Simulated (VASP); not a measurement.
Set up this calculation in VASP 6.6.1, as the native input.

| Property | Result |
| --- | --- |
| Task | single point |
| Functional | PBE |
| Potentials or basis | VASP PAW PBE potentials, release 64 (Sb) |
| Cutoff | 520 eV |
| k mesh | 10 × 10 × 10 |
| Occupations | gaussian, width 0.03 eV |
| Spin | no spin polarisation |
| Dipole correction | no |
| Further INCAR settings | ALGO = Normal; EDIFF = 1e-07; NBANDS = 8 |

The structure of Sb lies in POSCAR:

```
Sb
1.0
    0.0000000000      2.3712425216      2.3712425216
    2.3712425216      0.0000000000      2.3712425216
    2.3712425216      2.3712425216      0.0000000000
Sb
1
Direct
    0.0000000000      0.0000000000      0.0000000000
```

This isn't the form of Sb at room conditions, which is rhombohedral.

One way to write it, as run:

INCAR

```
  PREC = Accurate
  ENCUT = 520
  EDIFF = 1E-7
  ISMEAR = 0
  SIGMA = 0.03
  LREAL = F
  LASPH = T
  NELM = 80
  ALGO = Normal
  ISIF = 2
  LWAVE = F
  LCHARG = F
  GGA = PE
  NBANDS = 8
```

KPOINTS

```
regular mesh
0
Gamma
  10 10 10
```

Potentials or basis: VASP PAW PBE potentials, release 64 (Sb).

Command:

```sh
$ cat potpaw_PBE.64/Sb/POTCAR > POTCAR
$ mpirun -np 1 vasp_std > vasp.out
```

It gave:

The pressure is 1.8 GPa and the band gap on the k mesh is zero (an odd number of electrons rules out a gap without spin polarisation).

Caveat: spin-orbit coupling is left out, which moves the levels of the heavy elements.

It took 8.8 s on 1 thread of Intel(R) Xeon(R) Platinum 8488C (Sapphire Rapids), on a shared host, peak memory 0.15 GiB.
